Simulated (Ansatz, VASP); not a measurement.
**Two plane-wave programs on MgO**

Contents of INCAR:

```
  PREC = Accurate
  ENCUT = 520
  EDIFF = 1E-6
  ISMEAR = -1
  SIGMA = 0.02
  LREAL = False
  LASPH = True
  NELM = 60
  ALGO = Normal
  ISIF = 2
  LWAVE = False
  LCHARG = False
  GGA = PE
  NBANDS = 11
```

KPOINTS

```
Automatic mesh
0
Gamma
  10 10 10
```

POSCAR

```
MgO
1.0
    0.0748698301      2.0929505489      2.0929505489
    2.0929505489      0.0748698301      2.0929505489
    2.0929505489      2.0929505489      0.0748698301
Mg O
1 1
Direct
    0.0000000000      0.0000000000      0.0000000000
    0.5000000000      0.5000000000      0.5000000000
```

Input for Ansatz:

```yaml
crystal:
  lattice:
    - [0.0748698301, 2.0929505489, 2.0929505489]
    - [2.0929505489, 0.0748698301, 2.0929505489]
    - [2.0929505489, 2.0929505489, 0.0748698301]
  atoms:
    - { symbol: Mg, position: [0.0, 0.0, 0.0] }
    - { symbol: O, position: [0.5, 0.5, 0.5] }
kpoints:
  mp_grid: { grid: [10, 10, 10] }
  band_path:
    path:
      - [0.0, 0.0, 0.0]
      - [0.5, 0.0, 0.5]
      - [0.625, 0.25, 0.625]
      - [0.375, 0.375, 0.75]
      - [0.5, 0.5, 0.5]
      - [0.5, 0.25, 0.75]
    npoints: 1
hamiltonian:
  xc: pbe
scf:
  occupations: { method: fermi_dirac, width: 0.02 }
  n_extra_bands: 4
output:
  forces: true
  stress: true
  eigenvalues: true
```

Change from the starting cell: epitaxial_111 strain -4.0%.

Alike in both runs: task single point; functional PBE; k mesh 10 × 10 × 10; occupations fermi-dirac, width 0.02 eV; no spin polarisation.

|  | VASP | Ansatz |
| --- | --- | --- |
| version | VASP 6.6.1 | Ansatz 0.2.0 |
| potentials or method | VASP PAW PBE potentials, release 64 (Mg, O) | plane waves, PAW |
| plane-wave cutoff (eV) | 520 | 420 |
| valence electrons in the cell | 8 | 16 |

|  | VASP | Ansatz | Ansatz less VASP |
| --- | --- | --- | --- |
| gap on the k mesh at the Fermi level (eV) | 5.26 | 5.28 | +0.016 |
| pressure (GPa) | 18.4 | 19.1 | +0.72 |
| traceless stress, the component that is largest in VASP (GPa) | -6.23 | -6.19 | +0.042 |

The functional is the same, so the differences come from potentials, cutoffs and numerics. VASP's potentials hold 8 valence electrons a cell and Ansatz's 16, so a difference there can come from the potentials and not from the codes.
